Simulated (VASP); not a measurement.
# GaN (F-43m) in VASP: a series of runs

GaN is run at these levels: PBE; tasks: single point.

Everything below comes from runs of VASP 6.6.1. Logs are shortened: lines on timing, memory, paths and dates and some standing lists are left out, and cuts for length are marked.

## Step 1: The cell of the first run

The structure is cubic, space group F-43m (No. 216). The conventional cell has a = 4.608 Å, b = 4.608 Å, c = 4.608 Å, α = 90.00°, β = 90.00°, γ = 90.00°. Within 2.6 Å of Ga (site symmetry -43m) lie 4 N at 2.00 Å. Within 2.6 Å of N (site symmetry -43m) lie 4 Ga at 2.00 Å.

## Step 2: Single point, PBE (strained)

Input file INCAR:

```
SYSTEM = GaN
ALGO = Normal
EDIFF = 1E-6
ENCUT = 520
GGA = PE
ISIF = 2
ISMEAR = 0
LASPH = .TRUE.
LCHARG = .FALSE.
LREAL = .FALSE.
LWAVE = .FALSE.
NBANDS = 16
NELM = 100
PREC = Accurate
SIGMA = 0.02
```

Input file KPOINTS:

```
k-points
0
G
  10 10 10
  0 0 0
```

Input file POSCAR:

```
GaN
1.0
    0.0000000000      2.3039790211      2.3039790211
    2.3039790211      0.0000000000      2.3039790211
    2.3039790211      2.3039790211      0.0000000000
Ga N
1 1
Direct
    0.0000000000      0.0000000000      0.0000000000
    0.7500000000      0.7500000000      0.7500000000
```

Potentials or basis: VASP PAW PBE potentials, release 64 (Ga_d, N).

Command:

```console
$ cat potpaw_PBE.64/Ga_d/POTCAR potpaw_PBE.64/N/POTCAR > POTCAR
$ mpirun -np 1 vasp_std > vasp.out
```

OUTCAR:

```text
SYSTEM = GaN
   EDIFF = 1E-6
   ENCUT = 520
   GGA = PE
   ISIF = 2
   ISMEAR = 0
   LASPH = .TRUE.
   LREAL = .FALSE.
   NELM = 100
   PREC = Accurate

 ion  position               nearest neighbor table
   1  0.000  0.000  0.000-   2 2.00   2 2.00   2 2.00   2 2.00
   2  0.750  0.750  0.750-   1 2.00   1 2.00   1 2.00   1 2.00

  LATTYP: Found a face centered cubic cell.
 ALAT       =     4.6079580422

  Lattice vectors:

 A1 = (   0.0000000000,   2.3039790211,   2.3039790211)
 A2 = (   2.3039790211,   0.0000000000,   2.3039790211)
 A3 = (   2.3039790211,   2.3039790211,   0.0000000000)

Analysis of symmetry for initial positions (statically):
=====================================================================
 Subroutine PRICEL returns:
 Original cell was already a primitive cell.

 Routine SETGRP: Setting up the symmetry group for a
 face centered cubic supercell.

 Subroutine GETGRP returns: Found 24 space group operations
 (whereof 24 operations were pure point group operations)
 out of a pool of 48 trial point group operations.

The static configuration has the point symmetry T_d .

Analysis of symmetry for dynamics (positions and initial velocities):
=====================================================================
 Subroutine PRICEL returns:
 Original cell was already a primitive cell.

 Routine SETGRP: Setting up the symmetry group for a
 face centered cubic supercell.

 Subroutine GETGRP returns: Found 24 space group operations
 (whereof 24 operations were pure point group operations)
 out of a pool of 48 trial point group operations.

The dynamic configuration has the point symmetry T_d .

 Subroutine INISYM returns: Found 24 space group operations
 (whereof 24 operations are pure point group operations),
 and found     1 'primitive' translations

----------------------------------------------------------------------------------------

                                     Primitive cell

  volume of cell :      24.4605

  direct lattice vectors                    reciprocal lattice vectors
     0.000000000  2.303979021  2.303979021    -0.217015865  0.217015865  0.217015865
     2.303979021  0.000000000  2.303979021     0.217015865 -0.217015865  0.217015865
     2.303979021  2.303979021  0.000000000     0.217015865  0.217015865 -0.217015865

  length of vectors
     3.258318379  3.258318379  3.258318379     0.375882504  0.375882504  0.375882504

  position of ions in fractional coordinates (direct lattice)
     0.000000000  0.000000000  0.000000000
     0.750000000  0.750000000  0.750000000

  ion indices of the primitive-cell ions
   primitive index   ion index
                 1           1
                 2           2

----------------------------------------------------------------------------------------

 KPOINTS: k-points

Automatic generation of k-mesh.
 Grid dimensions read from file:
 generate k-points for:   10   10   10

 Generating k-lattice:

  Cartesian coordinates                     Fractional coordinates (reciprocal lattice)
    -0.021701586  0.021701586  0.021701586     0.100000000  0.000000000  0.000000000
     0.021701586 -0.021701586  0.021701586     0.000000000  0.100000000  0.000000000
     0.021701586  0.021701586 -0.021701586     0.000000000  0.000000000  0.100000000

  Length of vectors
     0.037588250  0.037588250  0.037588250

  Shift w.r.t. Gamma in fractional coordinates (k-lattice)
     0.000000000  0.000000000  0.000000000

 Subroutine IBZKPT returns following result:
 ===========================================

 Found     47 irreducible k-points:

 Following reciprocal coordinates:
            Coordinates               Weight
  0.000000  0.000000  0.000000      1.000000
  0.100000  0.000000  0.000000      8.000000
  0.200000  0.000000  0.000000      8.000000
  0.300000  0.000000  0.000000      8.000000
  0.400000  0.000000  0.000000      8.000000
  0.500000  0.000000  0.000000      4.000000
[... 16 lines left out ...]
  0.300000  0.300000  0.000000      6.000000
  0.400000  0.300000  0.000000     24.000000
 [... further k-points ...]
   k-points           NKPTS =     47   k-points in BZ     NKDIM =     47   number of bands    NBANDS=     16
   number of dos      NEDOS =    301   number of ions     NIONS =      2
   total plane-waves  NPLWV =  13824
   dimension x,y,z NGX =    24 NGY =   24 NGZ =   24
   dimension x,y,z NGXF=    48 NGYF=   48 NGZF=   48
   ions per type =               1   1
   NGX,Y,Z   is equivalent  to a cutoff of  12.25, 12.25, 12.25 a.u.
   NGXF,Y,Z  is equivalent  to a cutoff of  24.49, 24.49, 24.49 a.u.
 SYSTEM =  GaN
   PREC   = accura    normal or accurate (medium, high low for compatibility)
   ISTART =      0    job   : 0-new  1-cont  2-samecut
   ICHARG =      2    charge: 1-file 2-atom 10-const
   ISPIN  =      1    spin polarized calculation?
   LNONCOLLINEAR =      F non collinear calculations
   LSORBIT =      F    spin-orbit coupling
   LASPH  =      T    aspherical Exc in radial PAW
   ENCUT  =  520.0 eV  38.22 Ry    6.18 a.u.   6.06  6.06  6.06*2*pi/ulx,y,z
   NELM   =    100;   NELMIN=  2; NELMDL= -5     # of ELM steps
   EDIFF  = 0.1E-05   stopping-criterion for ELM
   LREAL  =      F    real-space projection
   EDIFFG = 0.1E-04   stopping-criterion for IOM
   NSW    =      0    number of steps for IOM
   IBRION =     -1    ionic relax: 0-MD 1-quasi-New 2-CG
   NFREE  =      0    steps in history (QN), initial steepest desc. (CG)
   ISIF   =      2    stress and relaxation
   ISYM   =      2    0-nonsym 1-usesym 2-fastsym
   POTIM  = 0.5000    time-step for ionic-motion
   TEBEG  =    0.0;   TEEND  =   0.0 temperature during run
   PSTRESS=    0.0 pullay stress
   NELECT =      18.0000    total number of electrons
   NUPDOWN=      -1.0000    fix difference up-down
   EMIN   =  10.00;   EMAX   =-10.00  energy-range for DOS
   EFERMI =   0.00;   METHOD = LEGACY
   ISMEAR =     0;   SIGMA  =   0.02  broadening in eV -4-tet -1-fermi 0-gaus
   EFERMI_NEDOS =   21; number of points for ismear=-14 and -15
   IALGO  =     38    algorithm
   IMIX   =      4    mixing-type and parameters
     AMIX     =   0.40;   BMIX     =  1.00
     AMIX_MAG =   1.60;   BMIX_MAG =  1.00
  volume/ion in A,a.u.               =      12.23        82.53
  Fermi-wavevector in a.u.,A,eV,Ry     =   1.478009  2.793032 29.722081  2.184511
  Thomas-Fermi vector in A             =   2.592343
   LORBIT       =      0    0 simple, 1 ext, 2 COOP (PROOUT), +10 PAW based schemes
   GGA     = PE    functional components
   LHFCALC =     F    Hartree Fock is set to
   AEXX    =    0.0000 exact exchange contribution
   IVDW    =     0    specifies the selected vdW correction
   LEPSILON=     F    determine dielectric tensor
   LRPA    =     F    only Hartree local field effects (RPA)
 non-spin polarized calculation
 Gauss-broadening in eV      SIGMA  =   0.02
  energy-cutoff  :      520.00
  volume of cell :       24.46
 maximum number of plane-waves:       678
   NGX = 13   NGY = 13   NGZ = 13

 number of electron      17.9999990 magnetization

 Free energy of the ion-electron system (eV)
  ---------------------------------------------------
  ext. energy  EPLUGINS =         0.00000000
  ---------------------------------------------------
  free energy    TOTEN  =       -12.13614451 eV

  energy without entropy =      -12.13614451  energy(sigma->0) =      -12.13614451

 E-fermi :   4.7265     XC(G=0): -11.3160

 val. band max:        4.5845429193   @ k =   0.0000   0.0000   0.0000
 cond. band min:       5.8810921696   @ k =   0.0000   0.0000   0.0000
 fundamental gap:      1.2965492502
 Fermi energy:         4.7265418541

 k-point     1 :       0.0000    0.0000    0.0000
  band No.  band energies     occupation
      1     -10.8047      2.00000
      2      -8.8211      2.00000
      3      -8.8211      2.00000
      4      -8.8211      2.00000
      5      -8.5631      2.00000
      6      -8.5631      2.00000
[... 8 lines left out ...]
     15      22.9387      0.00000
     16      22.9387      0.00000

 k-point     2 :       0.1000    0.0000    0.0000
  band No.  band energies     occupation
      1     -10.7108      2.00000
      2      -8.8100      2.00000
      3      -8.8100      2.00000
      4      -8.7766      2.00000
      5      -8.5641      2.00000
      6      -8.5641      2.00000
[... 8 lines left out ...]
     15      21.6862      0.00000
     16      21.6862      0.00000

 k-point     3 :       0.2000    0.0000    0.0000
  band No.  band energies     occupation
      1     -10.4846      2.00000
      2      -8.7842      2.00000
      3      -8.7842      2.00000
      4      -8.5971      2.00000
      5      -8.5628      2.00000
      6      -8.5628      2.00000
[... 8 lines left out ...]
     15      20.9402      0.00000
     16      20.9402      0.00000

 k-point     4 :       0.3000    0.0000    0.0000
  band No.  band energies     occupation
      1     -10.2664      2.00000
      2      -8.7613      2.00000
      3      -8.7613      2.00000
      4      -8.5514      2.00000
      5      -8.5514      2.00000
      6      -8.1891      2.00000
[... 8 lines left out ...]
     15      21.3418      0.00000
     16      21.3418      0.00000
[... 324 lines left out ...]
 k-point    22 :      -0.2000    0.2000    0.0000
  band No.  band energies     occupation
      1     -10.2002      2.00000
      2      -8.7473      2.00000
      3      -8.7361      2.00000
      4      -8.5804      2.00000
      5      -8.5646      2.00000
      6      -8.0261      2.00000
[... 8 lines left out ...]
     15      21.2888      0.00000
     16      24.3215      0.00000

 k-point    23 :       0.3000    0.3000    0.0000
  band No.  band energies     occupation
      1     -10.1393      2.00000
      2      -8.6880      2.00000
      3      -8.6660      2.00000
      4      -8.6660      2.00000
      5      -8.5215      2.00000
      6      -7.9907      2.00000
[... 8 lines left out ...]
     15      25.9415      0.00000
     16      25.9790      0.00000

 k-point    24 :       0.4000    0.3000    0.0000
  band No.  band energies     occupation
      1     -10.0660      2.00000
      2      -8.7063      2.00000
      3      -8.6380      2.00000
      4      -8.6378      2.00000
      5      -8.5130      2.00000
      6      -7.5537      2.00000
[... 8 lines left out ...]
     15      25.8131      0.00000
     16      26.2950      0.00000

 [... further k-points ...]
[... 5 lines left out ...]
  --------------------------------------------------------------------------------------
  -------------------------------------------------------------------------------------
  Total       -0.9139032     -0.9139032     -0.9139032      0.0000000      0.0000000     -0.0000000
  in kB      -59.8611699    -59.8611699    -59.8611699      0.0000000      0.0000000     -0.0000000
  external PRESSURE =     -59.8611699 kB  Pullay stress =       0.0000000 kB

 VOLUME and BASIS-vectors are now :
 -----------------------------------------------------------------------------
  energy-cutoff  :      520.00
  volume of cell :       24.46
      direct lattice vectors                 reciprocal lattice vectors
     0.000000000  2.303979021  2.303979021    -0.217015865  0.217015865  0.217015865
     2.303979021  0.000000000  2.303979021     0.217015865 -0.217015865  0.217015865
     2.303979021  2.303979021  0.000000000     0.217015865  0.217015865 -0.217015865

 POSITION                                       TOTAL-FORCE (eV/Angst)
 -----------------------------------------------------------------------------------
      0.00000      0.00000      0.00000        -0.000000     -0.000000     -0.000000
      3.45597      3.45597      3.45597         0.000000      0.000000      0.000000
 -----------------------------------------------------------------------------------
    total drift:                               -0.000002     -0.000002     -0.000001

  FREE ENERGIE OF THE ION-ELECTRON SYSTEM (eV)
  ---------------------------------------------------
  free  energy   TOTEN  =       -12.1361445140 eV

  energy  without entropy=      -12.1361445140  energy(sigma->0) =      -12.13614451
```

Wall time 17 s (1 thread of Intel Xeon 8259CL, shared host); peak memory 0.14 GiB.

Results:

| Item | Value |
| --- | --- |
| Free energy | -12.1361 eV |
| Pressure | -6.0 GPa |
| Band gap on the k mesh | 1.30 eV, direct |

Caveat: the cell differs from its parent crystal (strained).

## Step 3: Single point, PBE (strained)

Input file INCAR:

```
SYSTEM = GaN
PREC     = Accurate       ! precision mode
ENCUT    = 520            ! plane-wave cutoff, eV
EDIFF    = 1E-7           ! SCF threshold, eV
ISMEAR   = 0              ! smearing method
SIGMA    = 0.02           ! smearing width, eV
LREAL    = .False.        ! projectors in reciprocal space
LASPH    = .True.         ! aspherical terms in the spheres
NELM     = 60             ! most SCF steps
ALGO     = Normal         ! electronic algorithm
ISIF     = 2              ! what is computed and relaxed
LWAVE    = .False.        ! write WAVECAR
LCHARG   = .True.         ! write CHGCAR
GGA      = PE             ! functional
LELF     = .True.         ! ELF
LVHAR    = .True.       
NBANDS   = 16             ! bands
```

Input file KPOINTS:

```
Automatic mesh
0
Gamma
  10 10 10
  0 0 0
```

Input file POSCAR:

```
GaN
1.0
    0.0000000000      2.2981199195      2.2981199195
    2.2981199195      0.0000000000      2.2981199195
    2.2981199195      2.2981199195      0.0000000000
Ga N
1 1
Direct
    0.0000000000      0.0000000000      0.0000000000
    0.7500000000      0.7500000000      0.7500000000
```

Potentials or basis: VASP PAW PBE potentials, release 64 (Ga_d, N).

Command:

```console
$ cat potpaw_PBE.64/Ga_d/POTCAR potpaw_PBE.64/N/POTCAR > POTCAR
$ mpirun -np 1 vasp_std > vasp.out
```

Run time: 19 s. Hardware: 1 thread of Intel Xeon 8259CL, shared host; peak memory 0.15 GiB.

Results (log left out):

```
Free energy            : -12.1424 eV
Pressure               : -4.9 GPa
Band gap on the k mesh : 1.35 eV, direct
```

Levels at points of the mesh, in eV from the valence-band top:
```
           k point  band 6  band 7  band 8  band 9  band 10  band 11  band 12  band 13
(0.00, 0.00, 0.00)  -13.14    0.00    0.00    0.00     1.35     9.93     9.93     9.93
(0.50, 0.00, 0.00)  -11.89   -6.67   -0.90   -0.90     4.24     8.43    10.06    10.06
(0.50, 0.50, 0.00)  -11.46   -5.89   -2.50   -2.50     3.33     6.30    11.31    13.35
```

Caveat: the cell differs from its parent crystal (strained).

(Continued in part 2 of 2.)
